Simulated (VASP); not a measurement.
# HfOs (Pm-3m) in VASP: notebook, part 2 of 2

VASP 6.6.1. Earlier steps stand in the parts before.

## 3. Relaxation of cell and atoms, LDA

This run uses another cell than the first one, of 16.99 Å³/atom, 1.037 times its volume.

The input, INCAR:

```
SYSTEM = HfOs
  PREC = Accurate
  ENCUT = 600
  EDIFF = 1E-6
  ISMEAR = -1
  SIGMA = 0.08
  LREAL = .FALSE.
  LASPH = .TRUE.
  NELM = 100
  ALGO = Normal
  ISIF = 3
  LWAVE = .FALSE.
  LCHARG = .FALSE.
  IBRION = 2
  NSW = 100
  EDIFFG = -0.002
```

The input, KPOINTS:

```
regular mesh
0
G
  14 14 14
  0 0 0
```

The input, POSCAR:

```
HfOs
1.0
    3.2390000000      0.0000000000      0.0000000000
    0.0000000000      3.2390000000      0.0000000000
    0.0000000000      0.0000000000      3.2390000000
Hf Os
1 1
Direct
    0.0000000000      0.0000000000      0.0000000000
    0.5000000000      0.5000000000      0.5000000000
```

Potentials or basis: VASP PAW LDA potentials, release 64 (Hf_pv, Os).

Started as:

```console
> cat potpaw_LDA.64/Hf_pv/POTCAR potpaw_LDA.64/Os/POTCAR > POTCAR
> mpirun -np 1 vasp_std > vasp.out
```

OUTCAR:

```text
SYSTEM = HfOs
   PREC = Accurate
   ENCUT = 600
   EDIFF = 1E-6
   ISMEAR = -1
   LREAL = .FALSE.
   LASPH = .TRUE.
   NELM = 100
   ISIF = 3
   IBRION = 2
   NSW = 100
   EDIFFG = -0.002

 ion  position               nearest neighbor table
   1  0.000  0.000  0.000-   2 2.81   2 2.81   2 2.81   2 2.81   2 2.81   2 2.81   2 2.81   2 2.81

   2  0.500  0.500  0.500-   1 2.81   1 2.81   1 2.81   1 2.81   1 2.81   1 2.81   1 2.81   1 2.81

  LATTYP: Found a simple cubic cell.
 ALAT       =     3.2390000000

  Lattice vectors:

 A1 = (   3.2390000000,   0.0000000000,   0.0000000000)
 A2 = (   0.0000000000,   3.2390000000,   0.0000000000)
 A3 = (   0.0000000000,   0.0000000000,   3.2390000000)

Analysis of symmetry for initial positions (statically):
=====================================================================
 Subroutine PRICEL returns:
 Original cell was already a primitive cell.

 Routine SETGRP: Setting up the symmetry group for a
 simple cubic supercell.

 Subroutine GETGRP returns: Found 48 space group operations
 (whereof 48 operations were pure point group operations)
 out of a pool of 48 trial point group operations.

The static configuration has the point symmetry O_h .

Analysis of symmetry for dynamics (positions and initial velocities):
=====================================================================
 Subroutine PRICEL returns:
 Original cell was already a primitive cell.

 Routine SETGRP: Setting up the symmetry group for a
 simple cubic supercell.

 Subroutine GETGRP returns: Found 48 space group operations
 (whereof 48 operations were pure point group operations)
 out of a pool of 48 trial point group operations.

The dynamic configuration has the point symmetry O_h .

 Subroutine INISYM returns: Found 48 space group operations
 (whereof 48 operations are pure point group operations),
 and found     1 'primitive' translations

----------------------------------------------------------------------------------------

                                     Primitive cell

  volume of cell :      33.9807

  direct lattice vectors                    reciprocal lattice vectors
     3.239000000  0.000000000  0.000000000     0.308737265  0.000000000  0.000000000
     0.000000000  3.239000000  0.000000000     0.000000000  0.308737265  0.000000000
     0.000000000  0.000000000  3.239000000     0.000000000  0.000000000  0.308737265

  length of vectors
     3.239000000  3.239000000  3.239000000     0.308737265  0.308737265  0.308737265

  position of ions in fractional coordinates (direct lattice)
     0.000000000  0.000000000  0.000000000
     0.500000000  0.500000000  0.500000000

  ion indices of the primitive-cell ions
   primitive index   ion index
                 1           1
                 2           2

----------------------------------------------------------------------------------------

 KPOINTS: regular mesh

Automatic generation of k-mesh.
 Grid dimensions read from file:
 generate k-points for:   14   14   14

 Generating k-lattice:

  Cartesian coordinates                     Fractional coordinates (reciprocal lattice)
     0.022052662  0.000000000  0.000000000     0.071428571  0.000000000  0.000000000
[... 51 lines left out ...]
   ISTART =      0    job   : 0-new  1-cont  2-samecut
   ICHARG =      2    charge: 1-file 2-atom 10-const
   ISPIN  =      1    spin polarized calculation?
   LNONCOLLINEAR =      F non collinear calculations
   LSORBIT =      F    spin-orbit coupling
   LASPH  =      T    aspherical Exc in radial PAW
   ENCUT  =  600.0 eV  44.10 Ry    6.64 a.u.   6.47  6.47  6.47*2*pi/ulx,y,z
   NELM   =    100;   NELMIN=  2; NELMDL= -5     # of ELM steps
   EDIFF  = 0.1E-05   stopping-criterion for ELM
   LREAL  =      F    real-space projection
   EDIFFG = -.2E-02   stopping-criterion for IOM
   NSW    =    100    number of steps for IOM
   IBRION =      2    ionic relax: 0-MD 1-quasi-New 2-CG
   NFREE  =      1    steps in history (QN), initial steepest desc. (CG)
   ISIF   =      3    stress and relaxation
   ISYM   =      2    0-nonsym 1-usesym 2-fastsym
   POTIM  = 0.5000    time-step for ionic-motion
   TEBEG  =    0.0;   TEEND  =   0.0 temperature during run
   PSTRESS=    0.0 pullay stress
   NELECT =      18.0000    total number of electrons
   NUPDOWN=      -1.0000    fix difference up-down
   EMIN   =  10.00;   EMAX   =-10.00  energy-range for DOS
   EFERMI =   0.00;   METHOD = LEGACY
   ISMEAR =    -1;   SIGMA  =   0.08  broadening in eV -4-tet -1-fermi 0-gaus
   EFERMI_NEDOS =   21; number of points for ismear=-14 and -15
   IALGO  =     38    algorithm
   IMIX   =      4    mixing-type and parameters
     AMIX     =   0.40;   BMIX     =  1.00
     AMIX_MAG =   1.60;   BMIX_MAG =  1.00
  volume/ion in A,a.u.               =      16.99       114.66
  Fermi-wavevector in a.u.,A,eV,Ry     =   1.324610  2.503150 23.872671  1.754592
  Thomas-Fermi vector in A             =   2.454132
   LORBIT       =      0    0 simple, 1 ext, 2 COOP (PROOUT), +10 PAW based schemes
   GGA     = CA    functional components
   LHFCALC =     F    Hartree Fock is set to
   AEXX    =    0.0000 exact exchange contribution
   IVDW    =     0    specifies the selected vdW correction
   LEPSILON=     F    determine dielectric tensor
   LRPA    =     F    only Hartree local field effects (RPA)
 conjugate gradient relaxation of ions
 non-spin polarized calculation
  energy-cutoff  :      600.00
  volume of cell :       33.98
 maximum number of plane-waves:      1157
 NGX is ok and might be reduce to    28
   NGX = 13   NGY = 13   NGZ = 13

--------------------------------------- Ionic step        1  -------------------------------------------

 number of electron      18.0000002 magnetization

 Free energy of the ion-electron system (eV)
  ---------------------------------------------------
  ext. energy  EPLUGINS =         0.00000000
  ---------------------------------------------------
  free energy    TOTEN  =       -24.75163422 eV

  energy without entropy =      -24.74613287  energy(sigma->0) =      -24.74888355

------------------------ aborting loop because EDIFF is reached ----------------------------------------

  FORCE on cell =-STRESS in cart. coord.  units (eV):
  Direction    XX          YY          ZZ          XY          YZ          ZX
  --------------------------------------------------------------------------------------
  -------------------------------------------------------------------------------------
  Total       -1.8596927     -1.8596927     -1.8596927      0.0000000      0.0000000     -0.0000000
  in kB      -87.6837092    -87.6837092    -87.6837092      0.0000000      0.0000000     -0.0000000
  external PRESSURE =     -87.6837092 kB  Pullay stress =       0.0000000 kB
[... 203 lines left out ...]
--------------------------------------- Ionic step        7  -------------------------------------------

 number of electron      18.0000000 magnetization

 Free energy of the ion-electron system (eV)
  ---------------------------------------------------
  ext. energy  EPLUGINS =         0.00000000
  ---------------------------------------------------
  free energy    TOTEN  =       -24.78651303 eV

  energy without entropy =      -24.78065438  energy(sigma->0) =      -24.78358370

 E-fermi :   7.3913     XC(G=0): -13.1233

 val. band max:        7.3797243413   @ k =   0.3571   0.0714   0.0000
 cond. band min:       7.4742655343   @ k =   0.5000   0.1429   0.0000
 fundamental gap:      0.0945411931
 Fermi energy:         7.3912589995

 k-point     1 :       0.0000    0.0000    0.0000
  band No.  band energies     occupation
      1     -22.7113      2.00000
      2     -22.7113      2.00000
      3     -22.7113      2.00000
      4      -1.7383      2.00000
      5       1.8014      2.00000
      6       1.8014      2.00000
      7       5.7400      2.00000
      8       5.7400      2.00000
      9       5.7400      2.00000
     10       9.9243      0.00000
     11       9.9243      0.00000
     12      13.6644      0.00000
     13      13.6644      0.00000
[... 354 lines left out ...]
  band No.  band energies     occupation
      1     -23.0657      2.00000
      2     -22.8570      2.00000
      3     -22.6808      2.00000
      4       1.2512      2.00000
      5       2.7697      2.00000
      6       4.1119      2.00000
      7       4.6994      2.00000
      8       5.3361      2.00000
      9       5.5925      2.00000
     10       8.1162      0.00023
     11       8.8062      0.00000
     12      10.1582      0.00000
     13      10.5494      0.00000

 [... further k-points ...]

------------------------ aborting loop because EDIFF is reached ----------------------------------------

  FORCE on cell =-STRESS in cart. coord.  units (eV):
  Direction    XX          YY          ZZ          XY          YZ          ZX
  --------------------------------------------------------------------------------------
  -------------------------------------------------------------------------------------
  Total       -0.0027562     -0.0027562     -0.0027562     -0.0000000      0.0000000     -0.0000000
  in kB       -0.1348433     -0.1348433     -0.1348433     -0.0000000      0.0000000     -0.0000000
  external PRESSURE =      -0.1348433 kB  Pullay stress =       0.0000000 kB
[... 17 lines left out ...]
  FREE ENERGIE OF THE ION-ELECTRON SYSTEM (eV)
  ---------------------------------------------------
  free  energy   TOTEN  =       -24.7865130285 eV

  energy  without entropy=      -24.7806543769  energy(sigma->0) =      -24.78358370

 reached required accuracy - stopping structural energy minimisation
```

OSZICAR:

```text
N       E                     dE             d eps       ncg     rms          rms(c)
DAV:   1     0.771161756557E+02    0.77116E+02   -0.10295E+04  3120   0.147E+03
DAV:   2    -0.207082953443E+02   -0.97824E+02   -0.91619E+02  3596   0.356E+02
[... 55 lines left out ...]
   6 F= -.24786474E+02 E0= -.24783551E+02  d E =0.302768E-04
       N       E                     dE             d eps       ncg     rms          rms(c)
DAV:   1    -0.247866297741E+02   -0.15633E-03   -0.28852E-03  3120   0.481E-01    0.213E-01
DAV:   2    -0.247865426160E+02    0.87158E-04   -0.32967E-04  3876   0.162E-01    0.442E-02
DAV:   3    -0.247865201642E+02    0.22452E-04   -0.77505E-05  4006   0.668E-02    0.514E-02
DAV:   4    -0.247865129869E+02    0.71773E-05   -0.22767E-05  3425   0.440E-02    0.205E-02
DAV:   5    -0.247865130285E+02   -0.41621E-07   -0.44570E-07  1585   0.604E-03
   7 F= -.24786513E+02 E0= -.24783584E+02  d E =-.919572E-05
```

Run time: 4.2 min. Hardware: 1 thread of Intel Xeon Platinum 8259CL at 2.50GHz (Skylake/Cascade Lake), shared host; peak memory 0.22 GiB.

What came out:

- Free energy: -24.7865 eV
- Relaxed volume: 16.37 Å³/atom
- Relaxed cell: a = 3.199 Å, b = 3.199 Å, c = 3.199 Å, α = 90.00°, β = 90.00°, γ = 90.00°
- Space group after relaxing (to 0.05 Å): Pm-3m (No. 221)
- Energy gained by relaxing: 17.4 meV/atom
- Ionic steps: 7
- Pressure after relaxing: 0.0 GPa
- Band gap on the k mesh: zero (band 9 reaches 8.14 eV, above the bottom of band 10 at 6.65 eV)

The path:
```csv
step,energy change (eV),largest force (eV/Å),pressure (GPa),volume (Å³)
1,0.0000,0.0000,-8.77,33.98
2,0.2531,0.0000,32.10,29.61
3,-0.0348,0.0000,-0.39,32.80
4,-0.0349,0.0000,-0.06,32.75
5,-0.0349,0.0000,0.14,32.73
6,-0.0348,0.0000,-0.29,32.79
7,-0.0349,0.0000,-0.01,32.75
```

Final structure:
```xyz
2
Lattice="3.1994 0.0000 0.0000 0.0000 3.1994 0.0000 0.0000 0.0000 3.1994" Properties=species:S:1:pos:R:3 pbc="T T T"
Hf    0.0000    0.0000    0.0000
Os    1.5997    1.5997    1.5997
```

Levels at points of the mesh, in eV from the Fermi level:
| k point | band 7 | band 8 | band 9 | band 10 | band 11 | band 12 |
| --- | --- | --- | --- | --- | --- | --- |
| (0.00, 0.00, 0.00) | -1.65 | -1.65 | -1.65 | 2.53 | 2.53 | 6.27 |
| (0.50, 0.00, 0.00) | -1.80 | -1.80 | -1.10 | -0.68 | 1.16 | 1.34 |
| (0.50, 0.50, 0.00) | -3.52 | 0.54 | 0.73 | 1.12 | 1.12 | 3.36 |
| (0.50, 0.50, 0.50) | -2.12 | -2.12 | -2.12 | 0.65 | 0.65 | 4.51 |

Caveat: spin-orbit coupling is left out, which moves the levels of the heavy elements.
